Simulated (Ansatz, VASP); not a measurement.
CuMoH6: VASP beside Ansatz

```xyz
8
Lattice="4.2429 0.0000 0.0000 -2.1215 3.6745 0.0000 0.0000 0.0000 4.3201" Properties=species:S:1:pos:R:3 pbc="T T T"
Cu    0.0000    0.0000    0.0000
H     1.4409    1.6177    2.1600
H     2.1215    0.4390    2.1600
H     2.8020    1.6177    2.1600
H     0.0000    2.4497    0.4200
H     0.0000    2.4497    3.9001
H     0.0000    0.0000    2.1600
Mo    0.0000    2.4497    2.1600
```

Alike in both runs: functional PBE; k mesh 12 × 12 × 10; occupations gaussian, width 0.1 eV; no spin polarisation.

Ansatz relaxed the structure, and its values are those at the end. VASP's run is a single point on that final structure, the one shown.

|  | VASP | Ansatz |
| --- | --- | --- |
| version | VASP 6.6.1 | Ansatz 0.2.0 |
| potentials or method | VASP PAW PBE potentials, release 64 (Cu, H, Mo_sv), cutoff 520 eV | scalar-relativistic, plane waves, PAW |
| valence electrons in the cell | 31 | 39 |

|  | VASP | Ansatz | Ansatz less VASP |
| --- | --- | --- | --- |
| gap on the k mesh at the Fermi level (eV) | none | none | - |
| pressure (GPa) | 0.0 | 0.0 | -0.03 |

A gap of «none» marks a metal or a gap that the smearing closes. VASP's potentials hold 31 valence electrons a cell and Ansatz's 39, so a difference there can come from the potentials and not from the codes.
